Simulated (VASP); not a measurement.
# CuO (P-6m2) in VASP: notebook

The runs below take CuO through single point, with LDA, r2SCAN, PBEsol+U.

Program: VASP 6.6.1. These are calculated values, not measurements. Logs are shortened: lines on timing, memory, paths and dates and some standing lists are left out, and cuts for length are marked.

### 1 The cell of the first run

Symmetry: P-6m2, No. 187, hexagonal system. Conventional cell: a = 2.836 Å, b = 2.836 Å, c = 2.768 Å, α = 90.00°, β = 90.00°, γ = 120.00°. Cu (site symmetry -6m2) has 6 O at 2.14 Å and 8 Cu at 2.77 to 2.84 Å within 2.9 Å. O (site symmetry -6m2) has 6 Cu at 2.14 Å and 8 O at 2.77 to 2.84 Å within 2.9 Å.

### 2 Single point, LDA

Input file INCAR:

```
ALGO = Normal
EDIFF = 1E-6
ENCUT = 520
ISIF = 2
ISMEAR = -1
LASPH = T
LCHARG = F
LREAL = F
LWAVE = F
NBANDS = 16
NELM = 80
PREC = Accurate
SIGMA = 0.05
```

Input file KPOINTS:

```
k-points
0
Gamma
  11 11 10
```

Input file POSCAR:

```
CuO
1.0
    2.8363251100      0.0000000000      0.0000000000
   -1.4181625500      2.4563296000      0.0000000000
    0.0000000000      0.0000000000      2.7681127800
Cu O
1 1
Direct
    0.0000000000      0.0000000000      0.0000000000
    0.6666666667      0.3333333333      0.5000000000
```

Potentials or basis: VASP PAW LDA potentials, release 64 (Cu, O).

Launch:

```bash
cat potpaw_LDA.64/Cu/POTCAR potpaw_LDA.64/O/POTCAR > POTCAR
mpirun -np 1 vasp_std > vasp.out
```

OUTCAR:

```text
EDIFF = 1E-6
   ENCUT = 520
   ISIF = 2
   ISMEAR = -1
   LASPH = T
   LREAL = F
   NELM = 80
   PREC = Accurate

 ion  position               nearest neighbor table
   1  0.000  0.000  0.000-   2 2.14   2 2.14   2 2.14   2 2.14   2 2.14   2 2.14
   2  0.667  0.333  0.500-   1 2.14   1 2.14   1 2.14   1 2.14   1 2.14   1 2.14

  LATTYP: Found a hexagonal cell.
 ALAT       =     2.8363251100
 C/A-ratio  =     0.9759504544

  Lattice vectors:

 A1 = (   2.8363251100,   0.0000000000,   0.0000000000)
 A2 = (  -1.4181625500,   2.4563296000,   0.0000000000)
 A3 = (   0.0000000000,   0.0000000000,   2.7681127800)

Analysis of symmetry for initial positions (statically):
=====================================================================
 Subroutine PRICEL returns:
 Original cell was already a primitive cell.

 Routine SETGRP: Setting up the symmetry group for a
 hexagonal supercell.

 Subroutine GETGRP returns: Found 12 space group operations
 (whereof 12 operations were pure point group operations)
 out of a pool of 24 trial point group operations.

The static configuration has the point symmetry D_3h.

Analysis of symmetry for dynamics (positions and initial velocities):
=====================================================================
 Subroutine PRICEL returns:
 Original cell was already a primitive cell.

 Routine SETGRP: Setting up the symmetry group for a
 hexagonal supercell.

 Subroutine GETGRP returns: Found 12 space group operations
 (whereof 12 operations were pure point group operations)
 out of a pool of 24 trial point group operations.

The dynamic configuration has the point symmetry D_3h.

 Subroutine INISYM returns: Found 12 space group operations
 (whereof 12 operations are pure point group operations),
 and found     1 'primitive' translations

----------------------------------------------------------------------------------------

                                     Primitive cell

  volume of cell :      19.2853

  direct lattice vectors                    reciprocal lattice vectors
     2.836325110  0.000000000  0.000000000     0.352568892  0.203555744  0.000000000
    -1.418162550  2.456329600  0.000000000     0.000000000  0.407111489  0.000000000
     0.000000000  0.000000000  2.768112780     0.000000000  0.000000000  0.361256957

  length of vectors
     2.836325110  2.836325109  2.768112780     0.407111488  0.407111489  0.361256957

  position of ions in fractional coordinates (direct lattice)
     0.000000000  0.000000000  0.000000000
     0.666666667  0.333333333  0.500000000

  ion indices of the primitive-cell ions
   primitive index   ion index
                 1           1
                 2           2

----------------------------------------------------------------------------------------

 KPOINTS: k-points

Automatic generation of k-mesh.
 Grid dimensions read from file:
 generate k-points for:   11   11   10

 Generating k-lattice:

  Cartesian coordinates                     Fractional coordinates (reciprocal lattice)
     0.032051717  0.018505068  0.000000000     0.090909091  0.000000000  0.000000000
     0.000000000  0.037010135  0.000000000     0.000000000  0.090909091  0.000000000
     0.000000000  0.000000000  0.036125696     0.000000000  0.000000000  0.100000000

  Length of vectors
     0.037010135  0.037010135  0.036125696

  Shift w.r.t. Gamma in fractional coordinates (k-lattice)
     0.000000000  0.000000000  0.000000000

 Subroutine IBZKPT returns following result:
 ===========================================

 Found     96 irreducible k-points:

 Following reciprocal coordinates:
            Coordinates               Weight
  0.000000  0.000000  0.000000      1.000000
  0.090909  0.000000  0.000000      6.000000
  0.181818 -0.000000  0.000000      6.000000
  0.272727  0.000000  0.000000      6.000000
  0.363636  0.000000  0.000000      6.000000
  0.454545  0.000000  0.000000      6.000000
[... 16 lines left out ...]
  0.090909  0.090909  0.100000     12.000000
  0.181818  0.090909  0.100000     24.000000
 [... further k-points ...]
   k-points           NKPTS =     96   k-points in BZ     NKDIM =     96   number of bands    NBANDS=     16
   number of dos      NEDOS =    301   number of ions     NIONS =      2
   total plane-waves  NPLWV =  13824
   dimension x,y,z NGX =    24 NGY =   24 NGZ =   24
   dimension x,y,z NGXF=    48 NGYF=   48 NGZF=   48
   ions per type =               1   1
   NGX,Y,Z   is equivalent  to a cutoff of  14.07, 14.07, 14.41 a.u.
   NGXF,Y,Z  is equivalent  to a cutoff of  28.13, 28.13, 28.83 a.u.
 SYSTEM =  unknown system
   PREC   = accura    normal or accurate (medium, high low for compatibility)
   ISTART =      0    job   : 0-new  1-cont  2-samecut
   ICHARG =      2    charge: 1-file 2-atom 10-const
   ISPIN  =      1    spin polarized calculation?
   LNONCOLLINEAR =      F non collinear calculations
   LSORBIT =      F    spin-orbit coupling
   LASPH  =      T    aspherical Exc in radial PAW
   ENCUT  =  520.0 eV  38.22 Ry    6.18 a.u.   5.27  5.27  5.15*2*pi/ulx,y,z
   NELM   =     80;   NELMIN=  2; NELMDL= -5     # of ELM steps
   EDIFF  = 0.1E-05   stopping-criterion for ELM
   LREAL  =      F    real-space projection
   EDIFFG = 0.1E-04   stopping-criterion for IOM
   NSW    =      0    number of steps for IOM
   IBRION =     -1    ionic relax: 0-MD 1-quasi-New 2-CG
   NFREE  =      0    steps in history (QN), initial steepest desc. (CG)
   ISIF   =      2    stress and relaxation
   ISYM   =      2    0-nonsym 1-usesym 2-fastsym
   POTIM  = 0.5000    time-step for ionic-motion
   TEBEG  =    0.0;   TEEND  =   0.0 temperature during run
   PSTRESS=    0.0 pullay stress
   NELECT =      17.0000    total number of electrons
   NUPDOWN=      -1.0000    fix difference up-down
   EMIN   =  10.00;   EMAX   =-10.00  energy-range for DOS
   EFERMI =   0.00;   METHOD = LEGACY
   ISMEAR =    -1;   SIGMA  =   0.05  broadening in eV -4-tet -1-fermi 0-gaus
   EFERMI_NEDOS =   21; number of points for ismear=-14 and -15
   IALGO  =     38    algorithm
   IMIX   =      4    mixing-type and parameters
     AMIX     =   0.40;   BMIX     =  1.00
     AMIX_MAG =   1.60;   BMIX_MAG =  1.00
  volume/ion in A,a.u.               =       9.64        65.07
  Fermi-wavevector in a.u.,A,eV,Ry     =   1.569696  2.966296 33.524031  2.463947
  Thomas-Fermi vector in A             =   2.671540
   LORBIT       =      0    0 simple, 1 ext, 2 COOP (PROOUT), +10 PAW based schemes
   GGA     = CA    functional components
   LHFCALC =     F    Hartree Fock is set to
   AEXX    =    0.0000 exact exchange contribution
   IVDW    =     0    specifies the selected vdW correction
   LEPSILON=     F    determine dielectric tensor
   LRPA    =     F    only Hartree local field effects (RPA)
 non-spin polarized calculation
  energy-cutoff  :      520.00
  volume of cell :       19.29
 maximum number of plane-waves:       533
 NGX is ok and might be reduce to    24
   NGX = 11   NGY = 11   NGZ = 11

 number of electron      17.0000005 magnetization

 Free energy of the ion-electron system (eV)
  ---------------------------------------------------
  ext. energy  EPLUGINS =         0.00000000
  ---------------------------------------------------
  free energy    TOTEN  =       -10.92481713 eV

  energy without entropy =      -10.90102982  energy(sigma->0) =      -10.91292347

 E-fermi :   5.4459     XC(G=0): -12.8473

 val. band max:        5.4416783131   @ k =   0.3636   0.0000   0.3000
 cond. band min:       5.4533734197   @ k =   0.2727   0.0000   0.3000
 fundamental gap:      0.0116951066
 Fermi energy:         5.4458938856

 k-point     1 :       0.0000    0.0000    0.0000
  band No.  band energies     occupation
      1     -13.4720      2.00000
      2       1.8710      2.00000
      3       1.8710      2.00000
      4       2.2296      2.00000
      5       2.8571      2.00000
      6       3.6587      2.00000
[... 8 lines left out ...]
     15      26.4520      0.00000
     16      31.6181      0.00000

 k-point     2 :       0.0909    0.0000    0.0000
  band No.  band energies     occupation
      1     -13.3843      2.00000
      2       1.5639      2.00000
      3       1.9183      2.00000
      4       2.2928      2.00000
      5       2.5789      2.00000
      6       3.6496      2.00000
[... 8 lines left out ...]
     15      27.7325      0.00000
     16      31.5013      0.00000

 k-point     3 :       0.1818   -0.0000    0.0000
  band No.  band energies     occupation
      1     -13.1392      2.00000
      2       0.7960      2.00000
      3       2.0513      2.00000
      4       2.1693      2.00000
      5       2.4285      2.00000
      6       3.6252      2.00000
[... 8 lines left out ...]
     15      28.5667      0.00000
     16      31.7658      0.00000

 k-point     4 :       0.2727    0.0000    0.0000
  band No.  band energies     occupation
      1     -12.7940      2.00000
      2      -0.1309      2.00000
      3       1.8334      2.00000
      4       2.2427      2.00000
      5       2.5371      2.00000
      6       3.5933      2.00000
[... 8 lines left out ...]
     15      28.3587      0.00000
     16      32.5141      0.00000
[... 324 lines left out ...]
 k-point    22 :       0.4545    0.0000    0.1000
  band No.  band energies     occupation
      1     -12.1730      2.00000
      2      -1.3060      2.00000
      3       1.3235      2.00000
      4       2.3157      2.00000
      5       2.6168      2.00000
      6       3.7380      2.00000
[... 8 lines left out ...]
     15      29.4574      0.00000
     16      31.2895      0.00000

 k-point    23 :       0.0909    0.0909    0.1000
  band No.  band energies     occupation
      1     -13.1389      2.00000
      2       1.0922      2.00000
      3       1.5749      2.00000
      4       2.0029      2.00000
      5       2.7225      2.00000
      6       3.5540      2.00000
[... 8 lines left out ...]
     15      28.8785      0.00000
     16      30.5479      0.00000

 k-point    24 :       0.1818    0.0909    0.1000
  band No.  band energies     occupation
      1     -12.8505      2.00000
      2       0.3274      2.00000
      3       1.5128      2.00000
      4       2.0488      2.00000
      5       2.6994      2.00000
      6       3.5330      2.00000
[... 8 lines left out ...]
     15      28.6400      0.00000
     16      30.8250      0.00000

 [... further k-points ...]

------------------------ aborting loop because EDIFF is reached ----------------------------------------

  FORCE on cell =-STRESS in cart. coord.  units (eV):
  Direction    XX          YY          ZZ          XY          YZ          ZX
  --------------------------------------------------------------------------------------
  -------------------------------------------------------------------------------------
  Total       -1.3903696     -1.3903696     -2.9741453     -0.0000000     -0.0000000      0.0000000
  in kB     -115.5086261   -115.5086262   -247.0849733     -0.0000002     -0.0000000      0.0000000
  external PRESSURE =    -159.3674085 kB  Pullay stress =       0.0000000 kB

 VOLUME and BASIS-vectors are now :
 -----------------------------------------------------------------------------
  energy-cutoff  :      520.00
  volume of cell :       19.29
      direct lattice vectors                 reciprocal lattice vectors
     2.836325110  0.000000000  0.000000000     0.352568892  0.203555744  0.000000000
    -1.418162550  2.456329600  0.000000000     0.000000000  0.407111489  0.000000000
     0.000000000  0.000000000  2.768112780     0.000000000  0.000000000  0.361256957

 POSITION                                       TOTAL-FORCE (eV/Angst)
 -----------------------------------------------------------------------------------
      0.00000      0.00000      0.00000        -0.000000     -0.000000      0.000000
      1.41816      0.81878      1.38406         0.000000      0.000000      0.000000
 -----------------------------------------------------------------------------------
    total drift:                               -0.000000      0.000000      0.000000

  FREE ENERGIE OF THE ION-ELECTRON SYSTEM (eV)
  ---------------------------------------------------
  free  energy   TOTEN  =       -10.9248171295 eV

  energy  without entropy=      -10.9010298169  energy(sigma->0) =      -10.91292347
```

Run time: 51 s. Hardware: 1 thread of Intel Xeon 8259CL, shared host; peak memory 0.14 GiB.

Results:

* Free energy: -10.9248 eV
* Pressure: -15.9 GPa
* Band gap on the k mesh: zero (an odd number of electrons rules out a gap without spin polarisation)

Levels at points of the mesh, in eV from the Fermi level:
```csv
k point,band 5,band 6,band 7,band 8,band 9,band 10,band 11,band 12,band 13,band 14
"(0.00, 0.00, 0.00)",-2.59,-1.79,-1.79,-0.11,-0.11,1.13,15.05,16.49,16.49,18.45
"(0.00, 0.00, 0.50)",-2.23,-2.23,-1.50,-0.17,-0.17,7.09,7.58,20.81,20.81,22.28
```

Caveat: the stress differs along the axes, from -25 to -12 GPa; an odd number of electrons without spin polarisation forces a metal; a magnetic or distorted state may lie lower; semilocal functionals often make such compounds metallic where correlation or magnetic order opens a gap, which also shifts bond lengths.

### 3 Single point, r2SCAN

POSCAR is that of step 2.

Input file INCAR.step1:

```
ALGO = Normal
EDIFF = 1E-4
ENCUT = 520
GGA = PE
ISMEAR = -1
LASPH = T
LCHARG = F
LREAL = F
LWAVE = T
NBANDS = 16
NELM = 80
PREC = Accurate
SIGMA = 0.05
```

Input file INCAR.step2:

```
ALGO = Normal
EDIFF = 1E-6
ENCUT = 520
ISIF = 2
ISMEAR = -1
ISTART = 1
LASPH = T
LCHARG = F
LMIXTAU = T
LREAL = F
LWAVE = F
METAGGA = R2SCAN
NBANDS = 16
NELM = 80
PREC = Accurate
SIGMA = 0.05
```

KPOINTS is that of step 2.

Potentials or basis: VASP PAW PBE potentials, release 64 (Cu, O).

Launch:

```bash
cat potpaw_PBE.64/Cu/POTCAR potpaw_PBE.64/O/POTCAR > POTCAR
cp INCAR.step1 INCAR
mpirun -np 1 vasp_std > vasp.out
cp INCAR.step2 INCAR
mpirun -np 1 vasp_std > vasp.out
```

Run time: 3.1 min. Hardware: 1 thread of Intel Xeon 8259CL, shared host; peak memory 0.16 GiB.

It converged, with:

* Free energy: -17.5081 eV
* Pressure: -7.1 GPa
* Band gap on the k mesh: zero (an odd number of electrons rules out a gap without spin polarisation)

Stress tensor (GPa, compression positive):
```
 -2.77   0.00   0.00
  0.00  -2.77   0.00
  0.00   0.00 -15.65
```

Levels at points of the mesh, in eV from the Fermi level:
| k point | band 5 | band 6 | band 7 | band 8 | band 9 | band 10 | band 11 | band 12 | band 13 | band 14 |
| --- | --- | --- | --- | --- | --- | --- | --- | --- | --- | --- |
| (0.00, 0.00, 0.00) | -2.70 | -1.74 | -1.74 | -0.17 | -0.17 | 1.60 | 15.98 | 17.55 | 17.55 | 19.78 |
| (0.00, 0.00, 0.50) | -2.28 | -2.28 | -1.66 | -0.18 | -0.18 | 7.79 | 8.41 | 22.06 | 22.06 | 23.35 |

Caveat: the stress differs along the axes, from -16 to -3 GPa; the PAW data sets were made with another functional, which shifts forces and pressure a little; an odd number of electrons without spin polarisation forces a metal; a magnetic or distorted state may lie lower; semilocal functionals often make such compounds metallic where correlation or magnetic order opens a gap, which also shifts bond lengths. With open d or f shells a metallic result of r2SCAN can be an artefact of self-interaction; +U or a hybrid may open a gap.

### 4 Single point, PBEsol+U

Input file INCAR:

```
SYSTEM = CuO
PREC = Accurate
ENCUT = 520
EDIFF = 1E-6
ISMEAR = -1
SIGMA = 0.05
LREAL = .False.
LASPH = .True.
NELM = 150
ALGO = Normal
ISIF = 2
LWAVE = .False.
LCHARG = .True.
LMAXMIX = 4
LDAU = .True.
LDAUTYPE = 2
LDAUL = 2 -1
LDAUU = 5.3 0
LDAUJ = 0 0
LDAUPRINT = 1
GGA = PS
LELF = .True.
LVHAR = .True.
NBANDS = 16
```

Input file KPOINTS:

```
regular mesh
0
Gamma
  11 11 10
  0 0 0
```

POSCAR is that of step 3.

Launch:

```bash
cat potpaw_PBE.64/Cu/POTCAR potpaw_PBE.64/O/POTCAR > POTCAR
mpirun -np 1 vasp_std > vasp.out
```

It took 49 s on 1 thread of Intel Xeon 8259CL, shared host; peak memory 0.15 GiB.

Results (log left out):

```yaml
Free_energy: -8.2479 eV
Pressure: -12.3 GPa
Band_gap_on_the_k_mesh: zero (an odd number of electrons rules out a gap without spin polarisation)
```

Stress tensor (GPa, compression positive):
```
 -7.75   0.00   0.00
  0.00  -7.75   0.00
  0.00   0.00 -21.34
```

Levels at points of the mesh, in eV from the Fermi level:
```tsv
k point	band 4	band 5	band 6	band 7	band 8	band 9	band 10	band 11	band 12	band 13
(0.00, 0.00, 0.00)	-3.95	-2.17	-2.15	-2.15	-0.16	-0.16	1.75	15.13	17.24	17.24
(0.00, 0.00, 0.50)	-3.36	-3.00	-3.00	-2.20	-0.05	-0.05	7.70	8.21	21.61	21.61
```

Eigenvalues of the final occupation matrices:
| site | spin | trace | eigenvalues |
| --- | --- | --- | --- |
| site 1 d | 1 | 4.66 | 0.89 0.89 0.96 0.96 0.97 |
| site 1 d | 2 | 4.66 | 0.89 0.89 0.96 0.96 0.97 |

Caveat: the stress differs along the axes, from -21 to -8 GPa; the PAW data sets were made with another functional, which shifts forces and pressure a little; an odd number of electrons without spin polarisation forces a metal; a magnetic or distorted state may lie lower; U without spin polarisation on a metal has little footing.

### 5 Overview

```csv
level,potentials or basis,U,gap on the mesh (eV),pressure (GPa)
LDA,"VASP PAW LDA potentials, release 64 (Cu, O)",-,none,-15.9
r2SCAN,"VASP PAW PBE potentials, release 64 (Cu, O)",-,none,-7.1
PBEsol+U,"VASP PAW PBE potentials, release 64 (Cu, O)",Cu d U = 5.3 eV,none,-12.3
```

Alike in all rows: task single point; no spin polarisation; cell as given; k mesh 11 × 11 × 10; cutoff (eV) 520; smearing fermi-dirac 0.05 eV.

Caveats: an odd number of electrons without spin polarisation forces a metal; a magnetic or distorted state may lie lower; semilocal functionals often make such compounds metallic where correlation or magnetic order opens a gap, which also shifts bond lengths (at least some runs); the PAW data sets were made with another functional, which shifts forces and pressure a little (at least some runs); the stress differs along the axes, from -25 to -12 GPa (at least some runs); the stress differs along the axes, from -16 to -3 GPa (at least some runs); the stress differs along the axes, from -21 to -8 GPa (at least some runs).

Absolute energies hang on the potentials; compare differences alone.
